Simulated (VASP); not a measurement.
Ta2C:

```
Ta C
1.0
     3.07620    0.00000    0.00000
    -1.53810    2.66407    0.00000
     0.00000    0.00000    4.89046
Ta C
2 1
Direct
  0.33333 0.66667 0.25323
  0.66667 0.33333 0.74677
  0.00000 0.00000 0.00000
```

Base run:

| Property | Result |
| --- | --- |
| Program | VASP 6.6.1 |
| Functional | LDA |
| Potentials or basis | VASP PAW LDA potentials, release 64 (Ta_sv_GW, C) |
| Cutoff | 600 eV |
| k mesh | 15 × 15 × 8 |
| Occupations | gaussian, width 0.1 eV |
| Spin | no spin polarisation |

Its results: band gap on the k mesh zero (band 15 reaches 11.53 eV, above the bottom of band 16 at 10.71 eV); pressure 0.9 GPa; largest force 0.053 eV/Å.

**Question.** The run is repeated on the same cell with these changes: potentials or basis from VASP PAW LDA potentials, release 64 (Ta_sv_GW, C) to VASP PAW LDA potentials, release 64 (Ta_pv, C); cutoff from 600 eV to 520 eV; further incar settings from ALGO = Normal; EDIFF = 1e-06; NBANDS = 22 to ALGO = Normal; EDIFF = 1e-06; NBANDS = 20; valence electrons from 30 to 26. What comes out?

**Answer.** Band gap on the k mesh zero (band 13 reaches 7.21 eV, above the bottom of band 14 at 6.39 eV); pressure 1.4 GPa; largest force 0.057 eV/Å.

Caveats: spin-orbit coupling is left out, which moves the levels of the heavy elements.
